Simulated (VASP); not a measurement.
# Eu (Im-3m) in VASP: notebook

The runs below take Eu through single point, with PBE.

All numbers are computed with VASP 6.6.1; they aren't measurements. Logs are shortened: lines on timing, memory, paths and dates and some standing lists are left out, and cuts for length are marked.

## (1) The cell of the first run

Symmetry: Im-3m, No. 229, cubic system. Conventional cell: a = 4.610 Å, b = 4.610 Å, c = 4.610 Å, α = 90.00°, β = 90.00°, γ = 90.00°. Eu (site symmetry m-3m) has 14 Eu at 3.99 to 4.61 Å within 5.2 Å.

## (2) Single point, PBE, collinear spin, ferromagnetic start

INCAR

```
  PREC = Accurate
  ENCUT = 520
  EDIFF = 1E-7
  ISMEAR = 0
  SIGMA = 0.05
  LREAL = False
  LASPH = True
  NELM = 150
  ALGO = Normal
  ISIF = 2
  LWAVE = False
  LCHARG = True
  ISPIN = 2
  MAGMOM = 7
  LORBIT = 11
  LMAXMIX = 6
  GGA = PE
  LELF = True
  LVHAR = True
  NBANDS = 18
```

KPOINTS

```
Automatic mesh
0
Gamma
  14 14 14
```

POSCAR

```
Eu
1.0
   -2.3050000000      2.3050000000      2.3050000000
    2.3050000000     -2.3050000000      2.3050000000
    2.3050000000      2.3050000000     -2.3050000000
Eu
1
Direct
    0.0000000000      0.0000000000      0.0000000000
```

Potentials or basis: VASP PAW PBE potentials, release 64 (Eu).

Run with:

```console
cat potpaw_PBE.64/Eu/POTCAR > POTCAR
mpirun -np 1 vasp_std > vasp.out
```

OUTCAR:

```text
PREC = Accurate
   ENCUT = 520
   EDIFF = 1E-7
   ISMEAR = 0
   LREAL = False
   LASPH = True
   NELM = 150
   ISIF = 2
   ISPIN = 2
   LORBIT = 11
   GGA = PE

 ion  position               nearest neighbor table
   1  0.000  0.000  0.000-

  LATTYP: Found a body centered cubic cell.
 ALAT       =     4.6100000000

  Lattice vectors:

 A1 = (  -2.3050000000,   2.3050000000,   2.3050000000)
 A2 = (   2.3050000000,  -2.3050000000,   2.3050000000)
 A3 = (   2.3050000000,   2.3050000000,  -2.3050000000)

Analysis of symmetry for initial positions (statically):
=====================================================================
 Subroutine PRICEL returns:
 Original cell was already a primitive cell.

 Routine SETGRP: Setting up the symmetry group for a
 body centered cubic supercell.

 Subroutine GETGRP returns: Found 48 space group operations
 (whereof 48 operations were pure point group operations)
 out of a pool of 48 trial point group operations.

The static configuration has the point symmetry O_h .

Analysis of symmetry for dynamics (positions and initial velocities):
=====================================================================
 Subroutine PRICEL returns:
 Original cell was already a primitive cell.

 Routine SETGRP: Setting up the symmetry group for a
 body centered cubic supercell.

 Subroutine GETGRP returns: Found 48 space group operations
 (whereof 48 operations were pure point group operations)
 out of a pool of 48 trial point group operations.

The dynamic configuration has the point symmetry O_h .

Analysis of structural, dynamic, and magnetic symmetry:
=====================================================================
 Subroutine PRICEL returns:
 Original cell was already a primitive cell.

 Routine SETGRP: Setting up the symmetry group for a
 body centered cubic supercell.

 Subroutine GETGRP returns: Found 48 space group operations
 (whereof 48 operations were pure point group operations)
 out of a pool of 48 trial point group operations.

The overall configuration has the point symmetry O_h .

 Subroutine INISYM returns: Found 48 space group operations
 (whereof 48 operations are pure point group operations),
 and found     1 'primitive' translations

----------------------------------------------------------------------------------------

                                     Primitive cell

  volume of cell :      48.9861

  direct lattice vectors                    reciprocal lattice vectors
    -2.305000000  2.305000000  2.305000000     0.000000000  0.216919740  0.216919740
     2.305000000 -2.305000000  2.305000000     0.216919740  0.000000000  0.216919740
     2.305000000  2.305000000 -2.305000000     0.216919740  0.216919740  0.000000000

  length of vectors
     3.992377111  3.992377111  3.992377111     0.306770838  0.306770838  0.306770838

  position of ions in fractional coordinates (direct lattice)
     0.000000000  0.000000000  0.000000000

  ion indices of the primitive-cell ions
   primitive index   ion index
                 1           1

----------------------------------------------------------------------------------------

 KPOINTS: Automatic mesh

Automatic generation of k-mesh.
 Grid dimensions read from file:
 generate k-points for:   14   14   14

 Generating k-lattice:

  Cartesian coordinates                     Fractional coordinates (reciprocal lattice)
     0.000000000  0.015494267  0.015494267     0.071428571  0.000000000  0.000000000
     0.015494267  0.000000000  0.015494267     0.000000000  0.071428571  0.000000000
     0.015494267  0.015494267  0.000000000     0.000000000  0.000000000  0.071428571

  Length of vectors
     0.021912203  0.021912203  0.021912203

  Shift w.r.t. Gamma in fractional coordinates (k-lattice)
     0.000000000  0.000000000  0.000000000

 Subroutine IBZKPT returns following result:
 ===========================================

 Found    104 irreducible k-points:

 Following reciprocal coordinates:
            Coordinates               Weight
  0.000000  0.000000  0.000000      1.000000
  0.071429  0.000000  0.000000     12.000000
  0.142857  0.000000  0.000000     12.000000
  0.214286  0.000000  0.000000     12.000000
  0.285714  0.000000  0.000000     12.000000
  0.357143  0.000000  0.000000     12.000000
[... 16 lines left out ...]
  0.285714  0.285714  0.000000     24.000000
  0.357143  0.285714  0.000000     24.000000
 [... further k-points ...]
   k-points           NKPTS =    104   k-points in BZ     NKDIM =    104   number of bands    NBANDS=     18
   number of dos      NEDOS =    301   number of ions     NIONS =      1
   total plane-waves  NPLWV =  27000
   dimension x,y,z NGX =    30 NGY =   30 NGZ =   30
   dimension x,y,z NGXF=    60 NGYF=   60 NGZF=   60
   ions per type =               1
   NGX,Y,Z   is equivalent  to a cutoff of  12.49, 12.49, 12.49 a.u.
   NGXF,Y,Z  is equivalent  to a cutoff of  24.98, 24.98, 24.98 a.u.
 SYSTEM =  unknown system
   PREC   = accura    normal or accurate (medium, high low for compatibility)
   ISTART =      0    job   : 0-new  1-cont  2-samecut
   ICHARG =      2    charge: 1-file 2-atom 10-const
   ISPIN  =      2    spin polarized calculation?
   LNONCOLLINEAR =      F non collinear calculations
   LSORBIT =      F    spin-orbit coupling
   LASPH  =      T    aspherical Exc in radial PAW
   ENCUT  =  520.0 eV  38.22 Ry    6.18 a.u.   7.42  7.42  7.42*2*pi/ulx,y,z
   NELM   =    150;   NELMIN=  2; NELMDL= -5     # of ELM steps
   EDIFF  = 0.1E-06   stopping-criterion for ELM
   LREAL  =      F    real-space projection
   EDIFFG = 0.1E-05   stopping-criterion for IOM
   NSW    =      0    number of steps for IOM
   IBRION =     -1    ionic relax: 0-MD 1-quasi-New 2-CG
   NFREE  =      0    steps in history (QN), initial steepest desc. (CG)
   ISIF   =      2    stress and relaxation
   ISYM   =      2    0-nonsym 1-usesym 2-fastsym
   POTIM  = 0.5000    time-step for ionic-motion
   TEBEG  =    0.0;   TEEND  =   0.0 temperature during run
   PSTRESS=    0.0 pullay stress
   NELECT =      17.0000    total number of electrons
   NUPDOWN=      -1.0000    fix difference up-down
   EMIN   =  10.00;   EMAX   =-10.00  energy-range for DOS
   EFERMI =   0.00;   METHOD = LEGACY
   ISMEAR =     0;   SIGMA  =   0.05  broadening in eV -4-tet -1-fermi 0-gaus
   EFERMI_NEDOS =   21; number of points for ismear=-14 and -15
   IALGO  =     38    algorithm
   IMIX   =      4    mixing-type and parameters
     AMIX     =   0.40;   BMIX     =  1.00
     AMIX_MAG =   1.60;   BMIX_MAG =  1.00
  volume/ion in A,a.u.               =      48.99       330.57
  Fermi-wavevector in a.u.,A,eV,Ry     =   1.150448  2.174031 18.007717  1.323530
  Thomas-Fermi vector in A             =   2.287111
   LORBIT       =     11    0 simple, 1 ext, 2 COOP (PROOUT), +10 PAW based schemes
   GGA     = PE    functional components
   LHFCALC =     F    Hartree Fock is set to
   AEXX    =    0.0000 exact exchange contribution
   IVDW    =     0    specifies the selected vdW correction
   LEPSILON=     F    determine dielectric tensor
   LRPA    =     F    only Hartree local field effects (RPA)
 spin polarized calculation
 Gauss-broadening in eV      SIGMA  =   0.05
  energy-cutoff  :      520.00
  volume of cell :       48.99
 maximum number of plane-waves:      1337
 NGX is ok and might be reduce to    30
   NGX = 15   NGY = 15   NGZ = 15

 number of electron      17.0000007 magnetization       7.3299118

 Free energy of the ion-electron system (eV)
  ---------------------------------------------------
  ext. energy  EPLUGINS =         0.00000000
  ---------------------------------------------------
  free energy    TOTEN  =       -11.39319206 eV

  energy without entropy =      -11.39111847  energy(sigma->0) =      -11.39215527

 E-fermi :   1.6041     XC(G=0):  -8.2364

 val. band max:        1.5826326714   @ k =  -0.4286   0.4286   0.4286
 cond. band min:       1.6049386979   @ k =   0.2857   0.2857   0.0714
 fundamental gap:      0.0223060265
 Fermi energy:         1.6040611785

 spin component 1

 k-point     1 :       0.0000    0.0000    0.0000
  band No.  band energies     occupation
      1     -40.1896      1.00000
      2     -18.8422      1.00000
      3     -18.8422      1.00000
      4     -18.8422      1.00000
      5      -2.5667      1.00000
      6       1.0794      1.00000
[... 10 lines left out ...]
     17       4.7364      0.00000
     18      10.3487      0.00000

 k-point     2 :       0.0714    0.0000    0.0000
  band No.  band energies     occupation
      1     -40.1887      1.00000
      2     -18.8560      1.00000
      3     -18.8468      1.00000
      4     -18.8423      1.00000
      5      -2.4659      1.00000
      6       1.0790      1.00000
[... 10 lines left out ...]
     17       4.7411      0.00000
     18      10.4443      0.00000
[... 442 lines left out ...]
 k-point    24 :       0.3571    0.2857    0.0000
  band No.  band energies     occupation
      1     -40.1702      1.00000
      2     -19.0459      1.00000
      3     -19.0052      1.00000
      4     -18.8754      1.00000
      5       0.8894      1.00000
      6       1.0779      1.00000
[... 10 lines left out ...]
     17       6.0196      0.00000
     18       7.7016      0.00000

 [... further k-points ...]

 spin component 2

 k-point     1 :       0.0000    0.0000    0.0000
  band No.  band energies     occupation
      1     -37.0421      1.00000
      2     -16.5114      1.00000
      3     -16.5114      1.00000
      4     -16.5114      1.00000
      5      -1.8746      1.00000
      6       4.2056      0.00000
[... 10 lines left out ...]
     17       6.1477      0.00000
     18      11.3271      0.00000

 k-point     2 :       0.0714    0.0000    0.0000
  band No.  band energies     occupation
      1     -37.0410      1.00000
      2     -16.5295      1.00000
      3     -16.5172      1.00000
      4     -16.5115      1.00000
      5      -1.7695      1.00000
      6       4.1047      0.00000
[... 10 lines left out ...]
     17       6.1545      0.00000
     18      11.4194      0.00000
[... 442 lines left out ...]
 k-point    24 :       0.3571    0.2857    0.0000
  band No.  band energies     occupation
      1     -37.0162      1.00000
      2     -16.7748      1.00000
      3     -16.7220      1.00000
      4     -16.5542      1.00000
      5       1.8200      0.00000
      6       2.3682      0.00000
[... 10 lines left out ...]
     17       7.3493      0.00000
     18       8.9725      0.00000

 [... further k-points ...]

------------------------ aborting loop because EDIFF is reached ----------------------------------------

  FORCE on cell =-STRESS in cart. coord.  units (eV):
  Direction    XX          YY          ZZ          XY          YZ          ZX
  --------------------------------------------------------------------------------------
  -------------------------------------------------------------------------------------
  Total       -0.5585123     -0.5585123     -0.5585123      0.0000000      0.0000000     -0.0000000
  in kB      -18.2671395    -18.2671395    -18.2671395      0.0000000      0.0000000     -0.0000000
  external PRESSURE =     -18.2671395 kB  Pullay stress =       0.0000000 kB

 VOLUME and BASIS-vectors are now :
 -----------------------------------------------------------------------------
  energy-cutoff  :      520.00
  volume of cell :       48.99
      direct lattice vectors                 reciprocal lattice vectors
    -2.305000000  2.305000000  2.305000000     0.000000000  0.216919740  0.216919740
     2.305000000 -2.305000000  2.305000000     0.216919740  0.000000000  0.216919740
     2.305000000  2.305000000 -2.305000000     0.216919740  0.216919740  0.000000000

 POSITION                                       TOTAL-FORCE (eV/Angst)
 -----------------------------------------------------------------------------------
      0.00000      0.00000      0.00000         0.000000      0.000000      0.000000
 -----------------------------------------------------------------------------------
    total drift:                               -0.000000     -0.000000      0.000000

  FREE ENERGIE OF THE ION-ELECTRON SYSTEM (eV)
  ---------------------------------------------------
  free  energy   TOTEN  =       -11.3931920576 eV

  energy  without entropy=      -11.3911184733  energy(sigma->0) =      -11.39215527

 total charge

# of ion       s       p       d       f       tot
--------------------------------------------------
    1        2.079   5.720   0.231   6.688  14.717

 magnetization (x)

# of ion       s       p       d       f       tot
--------------------------------------------------
    1       -0.005  -0.099   0.116   6.686   6.698
```

Run time: 15 min. Hardware: 1 thread of AMD EPYC 7R43 (Zen 3), shared host; peak memory 0.28 GiB.

Results:

* Free energy: -11.3932 eV
* Pressure: -1.8 GPa
* Net moment: 7.33 μB per cell
* Site moments: Eu +6.70 μB
* Valence electrons inside the program's atomic spheres: Eu 14.72

Levels at points of the mesh, in eV from the Fermi level:
Spin up:
| k point | band 10 | band 11 | band 12 | band 13 | band 14 | band 15 |
| --- | --- | --- | --- | --- | --- | --- |
| (0.00, 0.00, 0.00) | -0.41 | -0.41 | -0.38 | 1.68 | 1.68 | 1.68 |
| (0.50, 0.00, 0.00) | -0.41 | -0.41 | -0.40 | 0.44 | 0.48 | 2.99 |
| (0.50, 0.50, 0.50) | -0.50 | -0.38 | -0.38 | -0.38 | 4.20 | 4.20 |
Spin down:
| k point | band 1 | band 2 | band 3 | band 4 | band 5 | band 6 | band 7 | band 8 | band 9 | band 10 |
| --- | --- | --- | --- | --- | --- | --- | --- | --- | --- | --- |
| (0.00, 0.00, 0.00) | -38.65 | -18.12 | -18.12 | -18.12 | -3.48 | 2.60 | 2.60 | 2.60 | 4.01 | 4.01 |
| (0.50, 0.00, 0.00) | -38.62 | -18.46 | -18.23 | -18.12 | -0.86 | 1.12 | 1.30 | 3.93 | 4.07 | 4.20 |
| (0.50, 0.50, 0.50) | -38.61 | -18.36 | -18.36 | -18.36 | -0.08 | -0.08 | 3.80 | 3.80 | 3.80 | 4.16 |

Caveat: spin-orbit coupling is left out, which moves the levels of the heavy elements.

(Part 1 of 2 ends here.)
